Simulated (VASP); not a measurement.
# Li2O (Fm-3m) in VASP: single point with PBEsol

Aim: the single point of Li2O with PBEsol.

Program: VASP 6.6.1. These are calculated values, not measurements. Logs are shortened: lines on timing, memory, paths and dates and some standing lists are left out, and cuts for length are marked.

## Step 1: The cell of the first run

Symmetry: Fm-3m, No. 225, cubic system. The conventional cell has a = 4.610 Å, b = 4.610 Å, c = 4.610 Å, α = 90.00°, β = 90.00°, γ = 90.00°. Li (site symmetry -43m) has 4 O at 2.00 Å and 6 Li at 2.30 to 2.31 Å within 2.6 Å. O (site symmetry m-3m) has 8 Li at 2.00 Å within 2.6 Å.

## Step 2: Single point, PBEsol

INCAR

```
SYSTEM = Li2O
ALGO = Normal ; EDIFF = 1E-6
ENCUT = 750 ; GGA = PS
GGA_COMPAT = .False. ; ISIF = 2
ISMEAR = 0 ; LASPH = .True.
LCHARG = .False. ; LREAL = .False.
LWAVE = .False. ; NBANDS = 13
NELM = 120 ; PREC = Accurate
SIGMA = 0.01
```

KPOINTS

```
k-points
0
Gamma
  4 4 4
  0 0 0
```

POSCAR

```
Li2O
1.0
    0.0000000000      2.3050000000      2.3050000000
    2.3050000000      0.0000000000      2.3050000000
    2.3050000000      2.3050000000      0.0000000000
Li O
2 1
Direct
    0.2500000000      0.2500000000      0.2500000000
    0.7500000000      0.7500000000      0.7500000000
    0.0000000000      0.0000000000      0.0000000000
```

Potentials or basis: VASP PAW PBE potentials, release 64 (Li_sv, O).

The run is started by

```
$ cat potpaw_PBE.64/Li_sv/POTCAR potpaw_PBE.64/O/POTCAR > POTCAR
$ mpirun -np 1 vasp_std > vasp.out
```

OUTCAR:

```text
SYSTEM = Li2O
   EDIFF = 1E-6
   ENCUT = 750
   GGA = PS
   ISIF = 2
   ISMEAR = 0
   LASPH = .True.
   LREAL = .False.
   NELM = 120
   PREC = Accurate

 ion  position               nearest neighbor table
   1  0.250  0.250  0.250-   3 2.00   3 2.00   3 2.00   3 2.00   2 2.31   2 2.31   2 2.31   2 2.31
                             2 2.31   2 2.31
   2  0.750  0.750  0.750-   3 2.00   3 2.00   3 2.00   3 2.00   1 2.31   1 2.31   1 2.31   1 2.31
                             1 2.31   1 2.31
   3  0.000  0.000  0.000-   1 2.00   2 2.00   2 2.00   2 2.00   2 2.00   1 2.00   1 2.00   1 2.00

  LATTYP: Found a face centered cubic cell.
 ALAT       =     4.6100000000

  Lattice vectors:

 A1 = (   0.0000000000,   2.3050000000,   2.3050000000)
 A2 = (   2.3050000000,   0.0000000000,   2.3050000000)
 A3 = (   2.3050000000,   2.3050000000,   0.0000000000)

Analysis of symmetry for initial positions (statically):
=====================================================================
 Subroutine PRICEL returns:
 Original cell was already a primitive cell.

 Routine SETGRP: Setting up the symmetry group for a
 face centered cubic supercell.

 Subroutine GETGRP returns: Found 48 space group operations
 (whereof 48 operations were pure point group operations)
 out of a pool of 48 trial point group operations.

The static configuration has the point symmetry O_h .

Analysis of symmetry for dynamics (positions and initial velocities):
=====================================================================
 Subroutine PRICEL returns:
 Original cell was already a primitive cell.

 Routine SETGRP: Setting up the symmetry group for a
 face centered cubic supercell.

 Subroutine GETGRP returns: Found 48 space group operations
 (whereof 48 operations were pure point group operations)
 out of a pool of 48 trial point group operations.

The dynamic configuration has the point symmetry O_h .

 Subroutine INISYM returns: Found 48 space group operations
 (whereof 48 operations are pure point group operations),
 and found     1 'primitive' translations

----------------------------------------------------------------------------------------

                                     Primitive cell

  volume of cell :      24.4930

  direct lattice vectors                    reciprocal lattice vectors
     0.000000000  2.305000000  2.305000000    -0.216919740  0.216919740  0.216919740
     2.305000000  0.000000000  2.305000000     0.216919740 -0.216919740  0.216919740
     2.305000000  2.305000000  0.000000000     0.216919740  0.216919740 -0.216919740

[... 81 lines left out ...]
   EMIN   =  10.00;   EMAX   =-10.00  energy-range for DOS
   EFERMI =   0.00;   METHOD = LEGACY
   ISMEAR =     0;   SIGMA  =   0.01  broadening in eV -4-tet -1-fermi 0-gaus
   EFERMI_NEDOS =   21; number of points for ismear=-14 and -15
   IALGO  =     38    algorithm
   IMIX   =      4    mixing-type and parameters
     AMIX     =   0.40;   BMIX     =  1.00
     AMIX_MAG =   1.60;   BMIX_MAG =  1.00
  volume/ion in A,a.u.               =       8.16        55.10
  Fermi-wavevector in a.u.,A,eV,Ry     =   1.290588  2.438858 22.662103  1.665618
  Thomas-Fermi vector in A             =   2.422410
   LORBIT       =      0    0 simple, 1 ext, 2 COOP (PROOUT), +10 PAW based schemes
   GGA     = PS    functional components
   LHFCALC =     F    Hartree Fock is set to
   AEXX    =    0.0000 exact exchange contribution
   IVDW    =     0    specifies the selected vdW correction
   LEPSILON=     F    determine dielectric tensor
   LRPA    =     F    only Hartree local field effects (RPA)
 non-spin polarized calculation
 Gauss-broadening in eV      SIGMA  =   0.01
  energy-cutoff  :      750.00
  volume of cell :       24.49
 maximum number of plane-waves:      1158
 NGX is ok and might be reduce to    30
   NGX = 15   NGY = 15   NGZ = 15

 number of electron      12.0000001 magnetization

 Free energy of the ion-electron system (eV)
  ---------------------------------------------------
  ext. energy  EPLUGINS =         0.00000000
  ---------------------------------------------------
  free energy    TOTEN  =       -14.75273290 eV

  energy without entropy =      -14.75273290  energy(sigma->0) =      -14.75273290

 E-fermi :   1.3191     XC(G=0):  -9.9471

 val. band max:        1.2582587616   @ k =   0.0000   0.0000   0.0000
 cond. band min:       6.0899390628   @ k =   0.5000   0.5000   0.0000
 fundamental gap:      4.8316803012
 Fermi energy:         1.3190849087

 k-point     1 :       0.0000    0.0000    0.0000
  band No.  band energies     occupation
      1     -41.0039      2.00000
      2     -40.6468      2.00000
      3     -14.1059      2.00000
      4       1.2583      2.00000
      5       1.2583      2.00000
      6       1.2583      2.00000
      7       6.4560      0.00000
      8      13.0941      0.00000
      9      13.0941      0.00000
     10      13.0941      0.00000
     11      20.1514      0.00000
     12      20.1514      0.00000
     13      20.1514      0.00000
[... 98 lines left out ...]
  band No.  band energies     occupation
      1     -40.8053      2.00000
      2     -40.8053      2.00000
      3     -13.8184      2.00000
      4      -0.6132      2.00000
      5      -0.2547      2.00000
      6      -0.2547      2.00000
      7       8.3134      0.00000
      8      11.6101      0.00000
      9      15.3249      0.00000
     10      15.3249      0.00000
     11      19.3642      0.00000
     12      19.3642      0.00000
     13      24.2808      0.00000

------------------------ aborting loop because EDIFF is reached ----------------------------------------

  FORCE on cell =-STRESS in cart. coord.  units (eV):
  Direction    XX          YY          ZZ          XY          YZ          ZX
  --------------------------------------------------------------------------------------
  -------------------------------------------------------------------------------------
  Total       -0.2302402     -0.2302402     -0.2302402     -0.0000000      0.0000000      0.0000000
  in kB      -15.0608326    -15.0608326    -15.0608326     -0.0000000      0.0000000      0.0000000
  external PRESSURE =     -15.0608326 kB  Pullay stress =       0.0000000 kB

 VOLUME and BASIS-vectors are now :
 -----------------------------------------------------------------------------
  energy-cutoff  :      750.00
  volume of cell :       24.49
      direct lattice vectors                 reciprocal lattice vectors
     0.000000000  2.305000000  2.305000000    -0.216919740  0.216919740  0.216919740
     2.305000000  0.000000000  2.305000000     0.216919740 -0.216919740  0.216919740
     2.305000000  2.305000000  0.000000000     0.216919740  0.216919740 -0.216919740

 POSITION                                       TOTAL-FORCE (eV/Angst)
 -----------------------------------------------------------------------------------
      1.15250      1.15250      1.15250        -0.000000     -0.000000     -0.000000
      3.45750      3.45750      3.45750         0.000000      0.000000      0.000000
      0.00000      0.00000      0.00000         0.000000      0.000000     -0.000000
 -----------------------------------------------------------------------------------
    total drift:                                0.000000     -0.000000      0.000000

  FREE ENERGIE OF THE ION-ELECTRON SYSTEM (eV)
  ---------------------------------------------------
  free  energy   TOTEN  =       -14.7527329046 eV

  energy  without entropy=      -14.7527329046  energy(sigma->0) =      -14.75273290
```

OSZICAR:

```text
N       E                     dE             d eps       ncg     rms          rms(c)
DAV:   1     0.624521051968E+02    0.62452E+02   -0.77271E+03   208   0.128E+03
DAV:   2    -0.996553855015E+01   -0.72418E+02   -0.68988E+02   266   0.282E+02
DAV:   3    -0.162848479814E+02   -0.63193E+01   -0.62598E+01   358   0.578E+01
DAV:   4    -0.163671763896E+02   -0.82328E-01   -0.82313E-01   249   0.839E+00
DAV:   5    -0.163675954656E+02   -0.41908E-03   -0.41907E-03   284   0.539E-01    0.700E+00
DAV:   6    -0.148105175279E+02    0.15571E+01   -0.74086E+00   213   0.143E+01    0.280E+00
DAV:   7    -0.147663565116E+02    0.44161E-01   -0.17976E-01   258   0.299E+00    0.147E+00
DAV:   8    -0.147541097017E+02    0.12247E-01   -0.68182E-02   218   0.250E+00    0.396E-01
DAV:   9    -0.147524885262E+02    0.16212E-02   -0.55882E-03   261   0.630E-01    0.117E-01
DAV:  10    -0.147527562120E+02   -0.26769E-03   -0.54823E-04   238   0.201E-01    0.483E-02
DAV:  11    -0.147527331017E+02    0.23110E-04   -0.48632E-05   276   0.763E-02    0.120E-02
DAV:  12    -0.147527329046E+02    0.19711E-06   -0.50821E-06   246   0.256E-02
   1 F= -.14752733E+02 E0= -.14752733E+02  d E =-.225972E-19
```

Run time: 5.9 s. Hardware: 1 thread of Intel Xeon Platinum 8259CL at 2.50GHz (Skylake/Cascade Lake), shared host; peak memory 0.15 GiB.

What came out:

| Quantity | Value |
| --- | --- |
| Free energy | -14.7527 eV |
| Pressure | -1.5 GPa |
| Band gap on the k mesh | 4.83 eV (least direct gap 5.20 eV) |

Levels at points of the mesh, in eV from the valence-band top:
```csv
k point,band 3,band 4,band 5,band 6,band 7,band 8,band 9,band 10
"(0.00, 0.00, 0.00)",-15.36,0.00,0.00,0.00,5.20,11.84,11.84,11.84
"(0.50, 0.00, 0.00)",-15.14,-2.83,-0.45,-0.45,9.12,9.78,11.95,11.95
"(0.50, 0.50, 0.00)",-15.09,-1.62,-1.41,-1.41,4.83,13.47,13.47,14.70
```

Caveat: the k points lie up to 0.59 Å⁻¹ apart; the PAW data sets were made with another functional, which shifts forces and pressure a little. A k mesh can miss the band edges.
